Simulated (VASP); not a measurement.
# WF (P6_3/mmc) in VASP: a series of runs

The runs below take WF through single point, relaxation of cell and atoms, with PBE.

All numbers are computed with VASP 6.6.1; they aren't measurements. Logs are shortened: lines on timing, memory, paths and dates and some standing lists are left out, and cuts for length are marked.

## (1) The cell of the first run

It takes space group P6_3/mmc (No. 194, hexagonal). Conventional cell: a = 2.829 Å, b = 2.829 Å, c = 17.247 Å, α = 90.00°, β = 90.00°, γ = 120.00°. W (site symmetry 3m) has 3 F at 2.23 Å and 7 W at 2.53 to 2.83 Å within 3.0 Å. F (site symmetry 3m) has 3 W at 2.23 Å and 6 F at 2.83 Å within 3.0 Å.

The cell was built from a structure type or drawn by symmetry, and may not be a known phase.

## (2) Single point, PBE

Input file INCAR:

```
PREC     = Accurate       # precision mode
ENCUT    = 520            # plane-wave cutoff, eV
EDIFF    = 1E-7           # SCF threshold, eV
ISMEAR   = 0              # smearing method
SIGMA    = 0.1            # smearing width, eV
LREAL    = F              # projectors in reciprocal space
LASPH    = T              # aspherical terms in the spheres
NELM     = 80             # most SCF steps
ALGO     = Normal         # electronic algorithm
ISIF     = 2              # what is computed and relaxed
LWAVE    = F              # write WAVECAR
LCHARG   = F              # write CHGCAR
GGA      = PE             # functional
NBANDS   = 52             # bands
```

Input file KPOINTS:

```
Automatic mesh
0
Gamma
  6 6 2
```

Input file POSCAR:

```
WF
1.0
    2.8293373337     -0.0000000025      0.0000000000
   -1.4146686647      2.4502780081      0.0000000000
    0.0000000000      0.0000000000     17.2474321770
W F
4 4
Direct
    0.3333333333      0.6666666667      0.1765801820
    0.6666666667      0.3333333333      0.6765801820
    0.3333333333      0.6666666667      0.3234198180
    0.6666666667      0.3333333333      0.8234198180
    0.3333333333      0.6666666667      0.5883596364
    0.6666666667      0.3333333333      0.0883596364
    0.3333333333      0.6666666667      0.9116403636
    0.6666666667      0.3333333333      0.4116403636
```

Potentials or basis: VASP PAW PBE potentials, release 64 (W_sv, F).

On the command line:

```console
cat potpaw_PBE.64/W_sv/POTCAR potpaw_PBE.64/F/POTCAR > POTCAR
mpirun -np 1 vasp_std > vasp.out
```

OUTCAR:

```text
PREC = Accurate
   ENCUT = 520
   EDIFF = 1E-7
   ISMEAR = 0
   LREAL = F
   LASPH = T
   NELM = 80
   ISIF = 2
   GGA = PE

 ion  position               nearest neighbor table
   1  0.333  0.667  0.177-   6 2.23   6 2.23   6 2.23   3 2.53
   2  0.667  0.333  0.677-   5 2.23   5 2.23   5 2.23   4 2.53
   3  0.333  0.667  0.323-   8 2.23   8 2.23   8 2.23   1 2.53
   4  0.667  0.333  0.823-   7 2.23   7 2.23   7 2.23   2 2.53
   5  0.333  0.667  0.588-   2 2.23   2 2.23   2 2.23
   6  0.667  0.333  0.088-   1 2.23   1 2.23   1 2.23
   7  0.333  0.667  0.912-   4 2.23   4 2.23   4 2.23
   8  0.667  0.333  0.412-   3 2.23   3 2.23   3 2.23

  LATTYP: Found a hexagonal cell.
 ALAT       =     2.8293373337
 C/A-ratio  =     6.0959264106

  Lattice vectors:

 A1 = (   2.8293373337,  -0.0000000025,   0.0000000000)
 A2 = (  -1.4146686647,   2.4502780081,   0.0000000000)
 A3 = (   0.0000000000,   0.0000000000,  17.2474321770)

Analysis of symmetry for initial positions (statically):
=====================================================================
 Subroutine PRICEL returns:
 Original cell was already a primitive cell.

 Routine SETGRP: Setting up the symmetry group for a
 hexagonal supercell.

 Subroutine GETGRP returns: Found 24 space group operations
 (whereof 12 operations were pure point group operations)
 out of a pool of 24 trial point group operations.

The static configuration has the point symmetry D_3d.
 The point group associated with its full space group is D_6h.

Analysis of symmetry for dynamics (positions and initial velocities):
=====================================================================
 Subroutine PRICEL returns:
 Original cell was already a primitive cell.

 Routine SETGRP: Setting up the symmetry group for a
 hexagonal supercell.

 Subroutine GETGRP returns: Found 24 space group operations
 (whereof 12 operations were pure point group operations)
 out of a pool of 24 trial point group operations.

The dynamic configuration has the point symmetry D_3d.
 The point group associated with its full space group is D_6h.

 Subroutine INISYM returns: Found 24 space group operations
 (whereof 12 operations are pure point group operations),
 and found     1 'primitive' translations

----------------------------------------------------------------------------------------

                                     Primitive cell

  volume of cell :     119.5706

  direct lattice vectors                    reciprocal lattice vectors
     2.829337334 -0.000000003  0.000000000     0.353439651  0.204058477  0.000000000
    -1.414668665  2.450278008  0.000000000     0.000000000  0.408116955  0.000000000
     0.000000000  0.000000000 17.247432177     0.000000000  0.000000000  0.057979645

  length of vectors
     2.829337334  2.829337334 17.247432177     0.408116955  0.408116955  0.057979645

  position of ions in fractional coordinates (direct lattice)
     0.333333333  0.666666667  0.176580182
     0.666666667  0.333333333  0.676580182
     0.333333333  0.666666667  0.323419818
     0.666666667  0.333333333  0.823419818
     0.333333333  0.666666667  0.588359636
     0.666666667  0.333333333  0.088359636
     0.333333333  0.666666667  0.911640364
     0.666666667  0.333333333  0.411640364

  ion indices of the primitive-cell ions
   primitive index   ion index
                 1           1
                 2           2
                 3           3
                 4           4
                 5           5
                 6           6
                 7           7
                 8           8

----------------------------------------------------------------------------------------

 KPOINTS: Automatic mesh

Automatic generation of k-mesh.
 Grid dimensions read from file:
 generate k-points for:    6    6    2

 Generating k-lattice:

  Cartesian coordinates                     Fractional coordinates (reciprocal lattice)
     0.058906609  0.034009746  0.000000000     0.166666667  0.000000000  0.000000000
     0.000000000  0.068019493  0.000000000     0.000000000  0.166666667  0.000000000
     0.000000000  0.000000000  0.028989823     0.000000000  0.000000000  0.500000000

  Length of vectors
     0.068019493  0.068019493  0.028989823

  Shift w.r.t. Gamma in fractional coordinates (k-lattice)
     0.000000000  0.000000000  0.000000000

 Subroutine IBZKPT returns following result:
 ===========================================

 Found     14 irreducible k-points:

 Following reciprocal coordinates:
            Coordinates               Weight
  0.000000  0.000000  0.000000      1.000000
  0.166667  0.000000  0.000000      6.000000
  0.333333  0.000000  0.000000      6.000000
  0.500000  0.000000  0.000000      3.000000
  0.166667  0.166667  0.000000      6.000000
  0.333333  0.166667  0.000000     12.000000
  0.333333  0.333333  0.000000      2.000000
  0.000000  0.000000  0.500000      1.000000
  0.166667  0.000000  0.500000      6.000000
  0.333333  0.000000  0.500000      6.000000
  0.500000  0.000000  0.500000      3.000000
  0.166667  0.166667  0.500000      6.000000
  0.333333  0.166667  0.500000     12.000000
  0.333333  0.333333  0.500000      2.000000
   k-points           NKPTS =     14   k-points in BZ     NKDIM =     14   number of bands    NBANDS=     52
   number of dos      NEDOS =    301   number of ions     NIONS =      8
   total plane-waves  NPLWV =  73728
   dimension x,y,z NGX =    24 NGY =   24 NGZ =  128
   dimension x,y,z NGXF=    48 NGYF=   48 NGZF=  256
   ions per type =               4   4
   NGX,Y,Z   is equivalent  to a cutoff of  14.10, 14.10, 12.34 a.u.
   NGXF,Y,Z  is equivalent  to a cutoff of  28.20, 28.20, 24.68 a.u.
 SYSTEM =  unknown system
   PREC   = accura    normal or accurate (medium, high low for compatibility)
   ISTART =      0    job   : 0-new  1-cont  2-samecut
   ICHARG =      2    charge: 1-file 2-atom 10-const
   ISPIN  =      1    spin polarized calculation?
   LNONCOLLINEAR =      F non collinear calculations
   LSORBIT =      F    spin-orbit coupling
   LASPH  =      T    aspherical Exc in radial PAW
   ENCUT  =  520.0 eV  38.22 Ry    6.18 a.u.   5.26  5.26 32.07*2*pi/ulx,y,z
   NELM   =     80;   NELMIN=  2; NELMDL= -5     # of ELM steps
   EDIFF  = 0.1E-06   stopping-criterion for ELM
   LREAL  =      F    real-space projection
   EDIFFG = 0.1E-05   stopping-criterion for IOM
   NSW    =      0    number of steps for IOM
   IBRION =     -1    ionic relax: 0-MD 1-quasi-New 2-CG
   NFREE  =      0    steps in history (QN), initial steepest desc. (CG)
   ISIF   =      2    stress and relaxation
   ISYM   =      2    0-nonsym 1-usesym 2-fastsym
   POTIM  = 0.5000    time-step for ionic-motion
   TEBEG  =    0.0;   TEEND  =   0.0 temperature during run
   PSTRESS=    0.0 pullay stress
   NELECT =      84.0000    total number of electrons
   NUPDOWN=      -1.0000    fix difference up-down
   EMIN   =  10.00;   EMAX   =-10.00  energy-range for DOS
   EFERMI =   0.00;   METHOD = LEGACY
   ISMEAR =     0;   SIGMA  =   0.10  broadening in eV -4-tet -1-fermi 0-gaus
   EFERMI_NEDOS =   21; number of points for ismear=-14 and -15
   IALGO  =     38    algorithm
   IMIX   =      4    mixing-type and parameters
     AMIX     =   0.40;   BMIX     =  1.00
     AMIX_MAG =   1.60;   BMIX_MAG =  1.00
  volume/ion in A,a.u.               =      14.95       100.86
  Fermi-wavevector in a.u.,A,eV,Ry     =   1.455324  2.750164 28.816711  2.117968
  Thomas-Fermi vector in A             =   2.572372
   LORBIT       =      0    0 simple, 1 ext, 2 COOP (PROOUT), +10 PAW based schemes
   GGA     = PE    functional components
   LHFCALC =     F    Hartree Fock is set to
   AEXX    =    0.0000 exact exchange contribution
   IVDW    =     0    specifies the selected vdW correction
   LEPSILON=     F    determine dielectric tensor
   LRPA    =     F    only Hartree local field effects (RPA)
 non-spin polarized calculation
 Gauss-broadening in eV      SIGMA  =   0.10
  energy-cutoff  :      520.00
  volume of cell :      119.57
 maximum number of plane-waves:      3244
 NGX is ok and might be reduce to    24
   NGX = 11   NGY = 11   NGZ = 65

 number of electron      84.0000038 magnetization

 Free energy of the ion-electron system (eV)
  ---------------------------------------------------
  ext. energy  EPLUGINS =         0.00000000
  ---------------------------------------------------
  free energy    TOTEN  =       -64.82502213 eV

  energy without entropy =      -64.76544812  energy(sigma->0) =      -64.79523513

 E-fermi :   6.3548     XC(G=0): -11.0097

 val. band max:        6.3470581084   @ k =   0.3333   0.1667   0.0000
 cond. band min:       6.8724941269   @ k =   0.1667   0.0000   0.0000
 fundamental gap:      0.5254360185
 Fermi energy:         6.3548342481

 k-point     1 :       0.0000    0.0000    0.0000
  band No.  band energies     occupation
      1     -68.3310      2.00000
      2     -68.3310      2.00000
      3     -68.2576      2.00000
      4     -68.2576      2.00000
      5     -33.1013      2.00000
      6     -33.1013      2.00000
[... 44 lines left out ...]
     51       9.0277      0.00000
     52       9.5670      0.00000

 k-point     2 :       0.1667    0.0000    0.0000
  band No.  band energies     occupation
      1     -68.3112      2.00000
      2     -68.3112      2.00000
      3     -68.2382      2.00000
      4     -68.2381      2.00000
      5     -33.0548      2.00000
      6     -33.0548      2.00000
[... 44 lines left out ...]
     51       8.6655      0.00000
     52       8.8813      0.00000
[... 603 lines left out ...]
     51      10.7264      0.00000
     52      10.7264      0.00000

 k-point    14 :       0.3333    0.3333    0.5000
  band No.  band energies     occupation
      1     -68.2413      2.00000
      2     -68.2413      2.00000
      3     -68.1695      2.00000
      4     -68.1695      2.00000
      5     -32.8885      2.00000
      6     -32.8885      2.00000
[... 44 lines left out ...]
     51       9.9399      0.00000
     52       9.9399      0.00000

------------------------ aborting loop because EDIFF is reached ----------------------------------------

  FORCE on cell =-STRESS in cart. coord.  units (eV):
  Direction    XX          YY          ZZ          XY          YZ          ZX
  --------------------------------------------------------------------------------------
  -------------------------------------------------------------------------------------
  Total        0.4564662      0.4564662      0.7282146     -0.0000000      0.0000000      0.0000000
  in kB        6.1163830      6.1163830      9.7576546     -0.0000000      0.0000000      0.0000000
  external PRESSURE =       7.3301402 kB  Pullay stress =       0.0000000 kB

 VOLUME and BASIS-vectors are now :
 -----------------------------------------------------------------------------
  energy-cutoff  :      520.00
  volume of cell :      119.57
      direct lattice vectors                 reciprocal lattice vectors
     2.829337334 -0.000000003  0.000000000     0.353439651  0.204058477  0.000000000
    -1.414668665  2.450278008  0.000000000     0.000000000  0.408116955  0.000000000
     0.000000000  0.000000000 17.247432177     0.000000000  0.000000000  0.057979645

 POSITION                                       TOTAL-FORCE (eV/Angst)
 -----------------------------------------------------------------------------------
      0.00000      1.63352      3.04555        -0.000000      0.000000      0.085763
      1.41467      0.81676     11.66927         0.000000      0.000000      0.085763
      0.00000      1.63352      5.57816        -0.000000      0.000000     -0.085763
      1.41467      0.81676     14.20188         0.000000     -0.000000     -0.085763
      0.00000      1.63352     10.14769         0.000000      0.000000     -0.111388
      1.41467      0.81676      1.52398        -0.000000      0.000000     -0.111388
      0.00000      1.63352     15.72346        -0.000000     -0.000000      0.111388
      1.41467      0.81676      7.09974        -0.000000     -0.000000      0.111388
 -----------------------------------------------------------------------------------
    total drift:                               -0.000000      0.000000     -0.000000

  FREE ENERGIE OF THE ION-ELECTRON SYSTEM (eV)
  ---------------------------------------------------
  free  energy   TOTEN  =       -64.8250221328 eV

  energy  without entropy=      -64.7654481229  energy(sigma->0) =      -64.79523513
```

It took 50 s on 1 thread of AMD EPYC 9R45 (Zen 5), shared host; peak memory 0.25 GiB.

Results:

```yaml
Free_energy: -64.8250 eV
Pressure: 0.7 GPa
Largest_force: 0.111 eV/Å
Band_gap_on_the_k_mesh: zero (bands 42 and 43 overlap by 1.02 eV)
```

Forces on the atoms (eV/Å):
```
W    0.000  0.000  0.086
W    0.000  0.000  0.086
W    0.000  0.000 -0.086
W    0.000  0.000 -0.086
F    0.000  0.000 -0.111
F    0.000  0.000 -0.111
F    0.000  0.000  0.111
F    0.000  0.000  0.111
```

Stress tensor (GPa, compression positive):
```
0.61 0.00 0.00
0.00 0.61 0.00
0.00 0.00 0.98
```

Levels at points of the mesh, in eV from the Fermi level:
| k point | band 42 | band 43 | band 44 | band 45 | band 46 | band 47 |
| --- | --- | --- | --- | --- | --- | --- |
| (0.00, 0.00, 0.00) | -0.89 | -0.35 | -0.35 | -0.35 | -0.35 | 1.31 |
| (0.50, 0.00, 0.00) | 0.62 | 1.29 | 1.35 | 3.18 | 3.19 | 3.80 |
| (0.00, 0.00, 0.50) | -0.89 | -0.35 | -0.35 | -0.35 | -0.35 | 1.31 |
| (0.50, 0.00, 0.50) | 0.62 | 1.32 | 1.32 | 3.18 | 3.18 | 3.85 |

Caveat: the k points lie up to 0.43 Å⁻¹ apart, too coarse for converged energies and pressures of a metal; spin-orbit coupling is left out, which moves the levels of the heavy elements.

## (3) Single point, PBE

This run uses another cell than the first one, of 16.16 Å³/atom.

Input file INCAR:

```
SYSTEM = WF
ALGO = Normal
EDIFF = 1E-7
ENCUT = 520
GGA = PE
ISIF = 2
ISMEAR = 0
LASPH = .True.
LCHARG = .False.
LREAL = .False.
LWAVE = .False.
NBANDS = 52
NELM = 80
PREC = Accurate
SIGMA = 0.1
```

Input file KPOINTS:

```
k-points
0
Gamma
  6 6 2
  0 0 0
```

Input file POSCAR:

```
WF
1.0
    3.2933937900      0.0000000000      0.0000000000
   -1.6466968900      2.8521626800      0.0000000000
    0.0000000000      0.0000000000     13.7671990400
W F
4 4
Direct
    0.3333333300      0.6666666700      0.1570000100
    0.6666666700      0.3333333300      0.6570000100
    0.3333333300      0.6666666700      0.3429999900
    0.6666666700      0.3333333300      0.8429999900
    0.3333333300      0.6666666700      0.6020000000
    0.6666666700      0.3333333300      0.1020000000
    0.3333333300      0.6666666700      0.8980000000
    0.6666666700      0.3333333300      0.3980000000
```

Potentials or basis: VASP PAW PBE potentials, release 64 (W_sv, F).

On the command line:

```console
cat potpaw_PBE.64/W_sv/POTCAR potpaw_PBE.64/F/POTCAR > POTCAR
mpirun -np 1 vasp_std > vasp.out
```

Wall time 44 s (1 thread of AMD EPYC 9R45 (Zen 5), shared host); peak memory 0.23 GiB.

Results (log left out):

```
Free energy            : -57.6806 eV
Pressure               : 2.6 GPa
Largest force          : 7.106 eV/Å
Band gap on the k mesh : 0.58 eV (least direct gap 0.83 eV)
```

Forces on the atoms (eV/Å):
```
W    0.000  0.000  7.106
W    0.000  0.000  7.106
W    0.000  0.000 -7.106
W    0.000  0.000 -7.106
F    0.000  0.000 -2.946
F    0.000  0.000 -2.946
F    0.000  0.000  2.946
F    0.000  0.000  2.946
```

Stress tensor (GPa, compression positive):
```
 11.41   0.00   0.00
  0.00  11.41   0.00
  0.00   0.00 -15.10
```

Levels at points of the mesh, in eV from the valence-band top:
```
           k point  band 40  band 41  band 42  band 43  band 44  band 45
(0.00, 0.00, 0.00)    -0.48    -0.48    -0.23     0.84     0.84     0.88
(0.50, 0.00, 0.00)    -0.44    -0.02     0.00     1.14     1.50     1.84
(0.00, 0.00, 0.50)    -0.49    -0.49    -0.49     0.86     0.86     0.86
(0.50, 0.00, 0.50)    -0.47    -0.01    -0.01     1.29     1.29     1.87
```

Caveat: spin-orbit coupling is left out, which moves the levels of the heavy elements; forces of over 1 eV/Å act on the atoms, so gaps and moduli don't describe the material at rest.

(Part 1 of 2 ends here.)
